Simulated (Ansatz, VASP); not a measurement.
**SnO2 in VASP and in Ansatz**

```
Sn O
1.0
     3.13090    0.00000    0.00000
    -1.56545    2.71144    0.00000
     0.00000    0.00000   10.07474
Sn O
2 4
Cartesian
  -0.4883 0.0000 5.0374
  0.4883 0.0000 0.0000
  1.0709 0.9038 4.0479
  2.0600 0.9038 0.9894
  -0.4945 1.8076 6.0268
  0.4945 1.8076 9.0853
```

Change from the starting cell: mode 1 frozen in at -0.507 Å, equal normal strain along x, y and z -0.0250.

Alike in both runs: task single point; functional PBE; dispersion D3(BJ); k mesh 12 × 12 × 4; occupations gaussian, width 0.05 eV; no spin polarisation.

|  | VASP | Ansatz |
| --- | --- | --- |
| version | VASP 6.6.1 | Ansatz 0.2.0 |
| potentials or method | VASP PAW PBE potentials, release 64 (Sn_d, O), cutoff 520 eV | scalar-relativistic, plane waves, PAW |
| valence electrons in the cell | 52 | 52 |

VASP gave:

```
gap on the k mesh at the Fermi level (eV)                     : 2.66
least direct gap on the mesh (eV)                             : 3.09
pressure (GPa)                                                : 12.9
traceless stress, the component that is largest in VASP (GPa) : -6.34
rms of the force components (eV/Å)                            : 0.499
```

**Question.** Estimate Ansatz's values.

**Answer.** gap on the k mesh at the Fermi level (eV): 2.69; least direct gap on the mesh (eV): 3.11; pressure (GPa): 12.2; traceless stress, the component that is largest in VASP (GPa): -5.89; rms of the force components (eV/Å): 0.469.

Atom by atom the forces differ by 0.031 eV/Å (rms over components).
